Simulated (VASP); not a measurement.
Here is a VASP 6.6.1 calculation.

INCAR

```
PREC = Accurate
ENCUT = 600
EDIFF = 1E-6
ISMEAR = 0
SIGMA = 0.15
LREAL = False
LASPH = True
NELM = 200
ALGO = Normal
ISIF = 2
LWAVE = False
LCHARG = False
ISPIN = 2
MAGMOM = 2.7 0.34
LORBIT = 11
LMAXMIX = 4
GGA = RE
NBANDS = 18
GGA_COMPAT = False
```

File KPOINTS:

```
regular mesh
0
Gamma
  12 12 12
```

File POSCAR:

```
CoO
1.0
    1.5453433643      0.8922044074      2.2984937146
   -1.5453433643      0.8922044074      2.2984937146
    0.0000000000     -1.7844088148      2.2984937146
Co O
1 1
Direct
    0.0000000000      0.0000000000      0.0000000000
    0.5000000000      0.5000000000      0.5000000000
```

Potentials or basis: VASP PAW PBE potentials, release 64 (Co, O).

The run is started by

```bash
$ cat potpaw_PBE.64/Co/POTCAR potpaw_PBE.64/O/POTCAR > POTCAR
$ mpirun -np 1 vasp_std > vasp.out
```

(1) What does it give for the pressure?

(2) What does it give for the site moments?

(3) What does it give for the net moment?

## Answers

(1) 3.8 GPa.

(2) Co +2.53; O +0.29 μB.

(3) 2.86 μB per cell.

Caveat: the cell stands under pressure; the PAW data sets were made with another functional, which shifts forces and pressure a little; a cell with one magnetic atom can't hold antiferromagnetic order, which such compounds often take.
